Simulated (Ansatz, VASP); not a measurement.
## SiB5: VASP beside Ansatz

```
Si B
1.0
     3.02928    0.00000    0.00000
     0.00000    3.02928    0.00000
     0.00000    0.00000    6.22701
Si B
1 5
Direct
  0.50000 0.50000 0.50000
  0.50000 0.50000 0.00000
  0.00000 0.00000 0.50000
  0.00000 0.00000 0.25101
  0.00000 0.00000 0.74899
  0.00000 0.00000 0.00000
```

Alike in both runs: functional PBE; k mesh 5 × 5 × 3; occupations gaussian, width 0.2 eV; no spin polarisation.

Ansatz relaxed the structure, and its values are those at the end. VASP's run is a single point on that final structure, the one shown.

|  | VASP | Ansatz |
| --- | --- | --- |
| version | VASP 6.6.1 | Ansatz 0.2.0 |
| potentials or method | VASP PAW PBE potentials, release 64 (Si, B), cutoff 500 eV | scalar-relativistic, plane waves, PAW |
| valence electrons in the cell | 19 | 19 |

```tsv
	VASP	Ansatz	Ansatz less VASP
gap on the k mesh at the Fermi level (eV)	none	none	-
pressure (GPa)	-0.3	-0.3	+0.01
rms of the force components (eV/Å)	0.008	0.006	-0.0019
```

A gap of «none» marks a metal or a gap that the smearing closes.

The k mesh is coarse, so the values compare programs but aren't converged.
